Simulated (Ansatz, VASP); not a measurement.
One calculation of ZrN, two programs

```
CELL_PARAMETERS angstrom
0.00000 2.29427 2.29427
2.29427 0.00000 2.29427
2.29427 2.29427 0.00000
ATOMIC_POSITIONS crystal
Zr 0.50000 0.50000 0.50000
N 0.00000 0.00000 0.00000
```

Alike in both runs: task single point; functional PBE; k mesh 8 × 8 × 8; occupations gaussian, width 0.1 eV; collinear spin.

|  | VASP | Ansatz |
| --- | --- | --- |
| version | VASP 6.6.1 | Ansatz 0.2.0 |
| potentials or method | VASP PAW PBE potentials, release 64 (Zr_sv, N), cutoff 600 eV | scalar-relativistic, plane waves, PAW |
| valence electrons in the cell | 17 | 17 |

Ansatz gave:

| Property | Result |
| --- | --- |
| gap on the k mesh at the Fermi level (eV) | none |
| pressure (GPa) | 1.2 |
| net moment per atom (μB) | 0.00 |

Problem. Estimate VASP's values.

Solution. gap on the k mesh at the Fermi level (eV): none; pressure (GPa): 1.4; net moment per atom (μB): 0.00.

A gap of «none» marks a metal or a gap that the smearing closes. Ansatz's warnings: no starting moments, stability check not made.
